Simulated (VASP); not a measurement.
# Si2Sb2Se (P6/mmm) in VASP: a series of runs, part 2 of 2

VASP 6.6.1. Earlier steps stand in the parts before.

## 3. Single point, PBE

INCAR reads:

```
PREC = Accurate ; ENCUT = 520
EDIFF = 1E-6 ; ISMEAR = 0
SIGMA = 0.1 ; LREAL = F
LASPH = T ; NELM = 80
ALGO = Normal ; ISIF = 2
LWAVE = F ; LCHARG = T
GGA = PE ; LELF = T
LVHAR = T ; NBANDS = 20
```

KPOINTS reads:

```
regular mesh
0
Gamma
  12 12 8
```

POSCAR reads:

```
Si2Sb2Se
1.0
    5.1498552264      0.0000000000      0.0000000000
   -2.5749276132      4.4599054519      0.0000000000
    0.0000000000      0.0000000000      5.5636628851
Si Sb Se
2 2 1
Direct
    0.3333333333      0.6666666667      0.5000000000
    0.6666666667      0.3333333333      0.5000000000
    0.3333333333      0.6666666667      0.0000000000
    0.6666666667      0.3333333333      0.0000000000
    0.0000000000      0.0000000000      0.0000000000
```

Potentials or basis: VASP PAW PBE potentials, release 64 (Si, Sb, Se).

Started as:

```
$ cat potpaw_PBE.64/Si/POTCAR potpaw_PBE.64/Sb/POTCAR potpaw_PBE.64/Se/POTCAR > POTCAR
$ mpirun -np 1 vasp_std > vasp.out
```

OUTCAR:

```text
PREC = Accurate
   ENCUT = 520
   EDIFF = 1E-6
   ISMEAR = 0
   LREAL = F
   LASPH = T
   NELM = 80
   ISIF = 2
   GGA = PE

 ion  position               nearest neighbor table
   1  0.333  0.667  0.500-   3 2.78   3 2.78   2 2.97   2 2.97   2 2.97
   2  0.667  0.333  0.500-   4 2.78   4 2.78   1 2.97   1 2.97   1 2.97
   3  0.333  0.667  0.000-   1 2.78   1 2.78   4 2.97   5 2.97   4 2.97   5 2.97   5 2.97   4 2.97

   4  0.667  0.333  0.000-   2 2.78   2 2.78   3 2.97   5 2.97   3 2.97   5 2.97   5 2.97   3 2.97

   5  0.000  0.000  0.000-   3 2.97   4 2.97   4 2.97   3 2.97   4 2.97   3 2.97

  LATTYP: Found a hexagonal cell.
 ALAT       =     5.1498552264
 C/A-ratio  =     1.0803532605

  Lattice vectors:

 A1 = (   5.1498552264,   0.0000000000,   0.0000000000)
 A2 = (  -2.5749276132,   4.4599054519,   0.0000000000)
 A3 = (   0.0000000000,   0.0000000000,   5.5636628851)

Analysis of symmetry for initial positions (statically):
=====================================================================
 Subroutine PRICEL returns:
 Original cell was already a primitive cell.

 Routine SETGRP: Setting up the symmetry group for a
 hexagonal supercell.

 Subroutine GETGRP returns: Found 24 space group operations
 (whereof 24 operations were pure point group operations)
 out of a pool of 24 trial point group operations.

The static configuration has the point symmetry D_6h.

Analysis of symmetry for dynamics (positions and initial velocities):
=====================================================================
 Subroutine PRICEL returns:
 Original cell was already a primitive cell.

 Routine SETGRP: Setting up the symmetry group for a
 hexagonal supercell.

 Subroutine GETGRP returns: Found 24 space group operations
 (whereof 24 operations were pure point group operations)
 out of a pool of 24 trial point group operations.
[... 125 lines left out ...]
   IMIX   =      4    mixing-type and parameters
     AMIX     =   0.40;   BMIX     =  1.00
     AMIX_MAG =   1.60;   BMIX_MAG =  1.00
  volume/ion in A,a.u.               =      25.56       172.47
  Fermi-wavevector in a.u.,A,eV,Ry     =   0.937529  1.771673 11.958988  0.878961
  Thomas-Fermi vector in A             =   2.064649
   LORBIT       =      0    0 simple, 1 ext, 2 COOP (PROOUT), +10 PAW based schemes
   GGA     = PE    functional components
   LHFCALC =     F    Hartree Fock is set to
   AEXX    =    0.0000 exact exchange contribution
   IVDW    =     0    specifies the selected vdW correction
   LEPSILON=     F    determine dielectric tensor
   LRPA    =     F    only Hartree local field effects (RPA)
 non-spin polarized calculation
 Gauss-broadening in eV      SIGMA  =   0.10
  energy-cutoff  :      520.00
  volume of cell :      127.79
 maximum number of plane-waves:      3476
 NGX is ok and might be reduce to    40
   NGX = 19   NGY = 19   NGZ = 21

 number of electron      23.9999999 magnetization

 Free energy of the ion-electron system (eV)
  ---------------------------------------------------
  ext. energy  EPLUGINS =         0.00000000
  ---------------------------------------------------
  free energy    TOTEN  =       -19.83644967 eV

  energy without entropy =      -19.82586766  energy(sigma->0) =      -19.83115867

 E-fermi :   5.6155     XC(G=0):  -9.4315

 val. band max:        5.6036504552   @ k =   0.3333   0.0000   0.1250
 cond. band min:       5.6312882168   @ k =   0.0833   0.0000   0.0000
 fundamental gap:      0.0276377617
 Fermi energy:         5.6155159223

 k-point     1 :       0.0000    0.0000    0.0000
  band No.  band energies     occupation
      1      -8.3997      2.00000
      2      -4.3904      2.00000
      3      -1.8114      2.00000
      4      -1.2544      2.00000
      5       0.2352      2.00000
      6       1.4975      2.00000
[... 541 lines left out ...]
     19      10.5682      0.00000
     20      11.1599      0.00000

 [... further k-points ...]

------------------------ aborting loop because EDIFF is reached ----------------------------------------

  FORCE on cell =-STRESS in cart. coord.  units (eV):
  Direction    XX          YY          ZZ          XY          YZ          ZX
  --------------------------------------------------------------------------------------
  -------------------------------------------------------------------------------------
  Total       -0.0299468     -0.0299468      0.0762391      0.0000000      0.0000000      0.0000000
  in kB       -0.3754738     -0.3754738      0.9558874      0.0000000      0.0000000      0.0000000
  external PRESSURE =       0.0683133 kB  Pullay stress =       0.0000000 kB

 VOLUME and BASIS-vectors are now :
 -----------------------------------------------------------------------------
  energy-cutoff  :      520.00
  volume of cell :      127.79
      direct lattice vectors                 reciprocal lattice vectors
     5.149855226  0.000000000  0.000000000     0.194180216  0.112110000  0.000000000
    -2.574927613  4.459905452  0.000000000     0.000000000  0.224220000  0.000000000
     0.000000000  0.000000000  5.563662885     0.000000000  0.000000000  0.179737705

 POSITION                                       TOTAL-FORCE (eV/Angst)
 -----------------------------------------------------------------------------------
     -0.00000      2.97327      2.78183         0.000000     -0.000000      0.000000
      2.57493      1.48664      2.78183        -0.000000      0.000000     -0.000000
     -0.00000      2.97327      0.00000        -0.000000      0.000000      0.000000
      2.57493      1.48664      0.00000         0.000000      0.000000      0.000000
      0.00000      0.00000      0.00000         0.000000      0.000000      0.000000
 -----------------------------------------------------------------------------------
    total drift:                                0.000000      0.000000      0.000000

  FREE ENERGIE OF THE ION-ELECTRON SYSTEM (eV)
  ---------------------------------------------------
  free  energy   TOTEN  =       -19.8364496718 eV

  energy  without entropy=      -19.8258676590  energy(sigma->0) =      -19.83115867
```

OSZICAR:

```text
N       E                     dE             d eps       ncg     rms          rms(c)
DAV:   1     0.881022304246E+02    0.88102E+02   -0.88356E+03  3800   0.981E+02
DAV:   2    -0.130085841867E+02   -0.10111E+03   -0.98065E+02  4784   0.153E+02
DAV:   3    -0.199061231335E+02   -0.68975E+01   -0.67285E+01  4796   0.399E+01
DAV:   4    -0.200103852871E+02   -0.10426E+00   -0.10401E+00  4684   0.548E+00
DAV:   5    -0.200117413693E+02   -0.13561E-02   -0.13560E-02  4700   0.705E-01    0.540E+00
DAV:   6    -0.198427967477E+02    0.16894E+00   -0.40154E-01  4380   0.262E+00    0.333E+00
DAV:   7    -0.198376567071E+02    0.51400E-02   -0.14167E-01  4476   0.155E+00    0.895E-01
DAV:   8    -0.198361836376E+02    0.14731E-02   -0.15097E-02  4336   0.596E-01    0.251E-01
DAV:   9    -0.198364443093E+02   -0.26067E-03   -0.20626E-03  4484   0.268E-01    0.107E-01
DAV:  10    -0.198364422254E+02    0.20839E-05   -0.16139E-04  4428   0.742E-02    0.657E-02
DAV:  11    -0.198364500245E+02   -0.77991E-05   -0.11375E-04  4268   0.527E-02    0.164E-02
DAV:  12    -0.198364501752E+02   -0.15064E-06   -0.17393E-05  4248   0.217E-02    0.169E-02
DAV:  13    -0.198364496718E+02    0.50338E-06   -0.15488E-06  2900   0.583E-03
   1 F= -.19836450E+02 E0= -.19831159E+02  d E =-.105820E-01
```

Wall time 5.1 min (1 thread of AMD EPYC 7R13, shared host); peak memory 0.39 GiB.

Results:

```
Free energy            : -19.8364 eV
Pressure               : 0.0 GPa
Band gap on the k mesh : zero (bands 12 and 13 overlap by 1.44 eV)
```

Caveat: spin-orbit coupling is left out, which moves the levels of the heavy elements.

## 4. Relaxation of cell and atoms, PBE

This run uses another cell than the first one, of 27.09 Å³/atom.

INCAR reads:

```
SYSTEM = Si2Sb2Se
ALGO = Normal
EDIFF = 1E-6
EDIFFG = -0.04
ENCUT = 600
GGA = PE
IBRION = 2
ISIF = 3
ISMEAR = 0
LASPH = .True.
LCHARG = .False.
LREAL = .False.
LWAVE = .False.
NELM = 60
NSW = 90
PREC = Accurate
SIGMA = 0.1
```

KPOINTS reads:

```
k-points
0
Gamma
  6 6 4
  0 0 0
```

POSCAR reads:

```
Si2Sb2Se
1.0
    4.8324871700      0.0000000000      0.0000000000
   -2.4162435900      4.1850566500      0.0000000000
    0.0000000000      0.0000000000      6.6969315700
Si Sb Se
2 2 1
Direct
    0.3333333300      0.6666666700      0.5000000000
    0.6666666700      0.3333333300      0.5000000000
    0.3333333300      0.6666666700      0.0000000000
    0.6666666700      0.3333333300      0.0000000000
    0.0000000000      0.0000000000      0.0000000000
```

Started as:

```
$ cat potpaw_PBE.64/Si/POTCAR potpaw_PBE.64/Sb/POTCAR potpaw_PBE.64/Se/POTCAR > POTCAR
$ mpirun -np 1 vasp_std > vasp.out
```

Run time: 7.1 min. Hardware: 1 thread of AMD EPYC 7R13, shared host; peak memory 0.31 GiB.

Results (log left out):

```
Free energy                           : -19.8406 eV
Relaxed volume                        : 25.54 Å³/atom
Relaxed cell                          : a = 5.187 Å, b = 5.187 Å, c = 5.481 Å, α = 90.00°, β = 90.00°, γ = 120.00°
Space group after relaxing (to 0.1 Å) : P6/mmm (No. 191)
Energy gained by relaxing             : 326.7 meV/atom
Ionic steps                           : 7
Pressure after relaxing               : 0.0 GPa
Band gap on the k mesh                : zero (bands 12 and 13 overlap by 1.44 eV)
```

Stress tensor (GPa, compression positive):
```
 0.01  0.00  0.00
 0.00  0.01  0.00
 0.00  0.00 -0.17
```

Step by step:
| step | energy change (eV) | largest force (eV/Å) | pressure (GPa) | volume (Å³) |
| --- | --- | --- | --- | --- |
| 1 | 0.0000 | 0.0000 | 3.58 | 135.44 |
| 2 | -1.0050 | 0.0000 | -4.54 | 146.40 |
| 3 | -1.0692 | 0.0000 | -5.83 | 149.59 |
| 4 | -1.3776 | 0.0000 | -0.79 | 131.34 |
| 5 | -1.4849 | 0.0000 | -3.19 | 136.64 |
| 6 | -1.6295 | 0.0000 | 0.58 | 126.38 |
| 7 | -1.6336 | 0.0000 | -0.05 | 127.70 |

Final structure:
```
Si Sb Se
1.0
     5.18689    0.00000    0.00000
    -2.59345    4.49198    0.00000
     0.00000    0.00000    5.48064
Si Sb Se
2 2 1
Direct
  0.33333 0.66667 0.50000
  0.66667 0.33333 0.50000
  0.33333 0.66667 0.00000
  0.66667 0.33333 0.00000
  0.00000 0.00000 0.00000
```

Levels at points of the mesh, in eV from the Fermi level:
```csv
k point,band 10,band 11,band 12,band 13,band 14,band 15
"(0.00, 0.00, 0.00)",-2.43,-2.03,-0.62,-0.17,-0.17,2.26
"(0.50, 0.00, 0.00)",-1.40,-1.31,-0.85,1.30,1.43,2.00
"(0.00, 0.00, 0.50)",-1.78,-1.39,-1.39,0.44,0.56,1.58
"(0.50, 0.00, 0.50)",-0.53,0.30,0.65,0.96,1.69,2.22
```

Caveat: a cell axis changed by over 15 % at a fixed basis, so the end point is rough; spin-orbit coupling is left out, which moves the levels of the heavy elements.

## 5. Relaxation of cell and atoms, PBE

This run uses another cell than the first one, of 25.49 Å³/atom.

INCAR reads:

```
SYSTEM = Si2Sb2Se
PREC = Accurate ; ENCUT = 600
EDIFF = 1E-6 ; ISMEAR = 0
SIGMA = 0.1 ; LREAL = .FALSE.
LASPH = .TRUE. ; NELM = 60
ALGO = Normal ; ISIF = 3
LWAVE = .FALSE. ; LCHARG = .FALSE.
GGA = PE ; IBRION = 2
NSW = 100 ; EDIFFG = -0.01
```

KPOINTS reads:

```
Automatic mesh
0
G
  12 12 8
  0 0 0
```

POSCAR reads:

```
Si2Sb2Se
1.0
    5.1857192047      0.0000000000      0.0000000000
   -2.5928596023      4.4909645681      0.0000000000
    0.0000000000      0.0000000000      5.4722860234
Si Sb Se
2 2 1
Direct
    0.3333333333      0.6666666667      0.5000000000
    0.6666666667      0.3333333333      0.5000000000
    0.3333333333      0.6666666667      0.0000000000
    0.6666666667      0.3333333333      0.0000000000
    0.0000000000      0.0000000000      0.0000000000
```

Started as:

```
$ cat potpaw_PBE.64/Si/POTCAR potpaw_PBE.64/Sb/POTCAR potpaw_PBE.64/Se/POTCAR > POTCAR
$ mpirun -np 1 vasp_std > vasp.out
```

It took 17 min on 1 thread of AMD EPYC 7R13, shared host; peak memory 0.46 GiB.

It converged, with:

```yaml
Free_energy: -19.8366 eV
Relaxed_volume: 25.56 Å³/atom
Relaxed_cell: a = 5.148 Å, b = 5.148 Å, c = 5.569 Å, α = 90.00°, β = 90.00°, γ = 120.00°
Space_group_after_relaxing_to_0.1_Å: P6/mmm (No. 191)
Energy_gained_by_relaxing: 4.7 meV/atom
Ionic_steps: 6
Pressure_after_relaxing: 0.0 GPa
Band_gap_on_the_k_mesh: zero (bands 12 and 13 overlap by 1.43 eV)
```

The path:
| step | energy change (eV) | largest force (eV/Å) | pressure (GPa) | volume (Å³) |
| --- | --- | --- | --- | --- |
| 1 | 0.0000 | 0.0000 | 0.08 | 127.44 |
| 2 | -0.0231 | 0.0000 | 0.09 | 127.65 |
| 3 | -0.0235 | 0.0000 | 0.08 | 127.63 |
| 4 | -0.0235 | 0.0000 | 0.08 | 127.63 |
| 5 | -0.0236 | 0.0000 | -0.03 | 127.88 |
| 6 | -0.0236 | 0.0000 | 0.00 | 127.80 |

Final structure:
```yaml
crystal:
  lattice:
    - [5.14772, 0.00000, 0.00000]
    - [-2.57386, 4.45806, 0.00000]
    - [0.00000, 0.00000, 5.56907]
  atoms:
    - { symbol: Si, position: [0.33333, 0.66667, 0.50000] }
    - { symbol: Si, position: [0.66667, 0.33333, 0.50000] }
    - { symbol: Sb, position: [0.33333, 0.66667, 0.00000] }
    - { symbol: Sb, position: [0.66667, 0.33333, 0.00000] }
    - { symbol: Se, position: [0.00000, 0.00000, 0.00000] }
```

Levels at points of the mesh, in eV from the Fermi level:
```
           k point  band 8  band 9  band 10  band 11  band 12  band 13  band 14  band 15  band 16
(0.00, 0.00, 0.00)   -3.85   -3.85    -2.40    -1.74    -0.64    -0.21    -0.21     2.36     2.36
(0.50, 0.00, 0.00)   -3.44   -1.43    -1.29    -1.26    -0.85     1.26     1.39     2.13     2.39
(0.00, 0.00, 0.50)   -3.50   -3.50    -1.96    -1.27    -1.27     0.29     0.51     1.73     1.73
(0.50, 0.00, 0.50)   -1.90   -1.23    -0.45     0.29     0.47     0.95     1.57     2.13     2.53
```

Caveat: spin-orbit coupling is left out, which moves the levels of the heavy elements.

## 6. The runs side by side

```csv
task,cell,k mesh,cutoff (eV),gap on the mesh (eV),pressure (GPa),relaxed volume (Å³/atom)
single point,"a = 5.150, b = 5.150, c = 5.564 Å, angles 90.0, 90.0, 120.0°, 5 atoms",12 × 12 × 8,520,none,0.0,-
relaxation of cell and atoms,"relaxed from a = 4.832, b = 4.832, c = 6.697 Å, angles 90.0, 90.0, 120.0°, 5 atoms",6 × 6 × 4,600,none,0.0,25.54
relaxation of cell and atoms,"relaxed from a = 5.186, b = 5.186, c = 5.472 Å, angles 90.0, 90.0, 120.0°, 5 atoms",12 × 12 × 8,600,none,0.0,25.56
```

Alike in all rows: level PBE; potentials or basis VASP PAW PBE potentials, release 64 (Si, Sb, Se); no spin polarisation; smearing gaussian 0.1 eV.

Caveats: spin-orbit coupling is left out, which moves the levels of the heavy elements; a cell axis changed by over 15 % at a fixed basis, so the end point is rough (at least some runs).

Total energies depend on the potentials used, so only differences within one code and one set of settings carry meaning.

The gap in the log of VASP goes by the Fermi energy; the results here count the filled bands.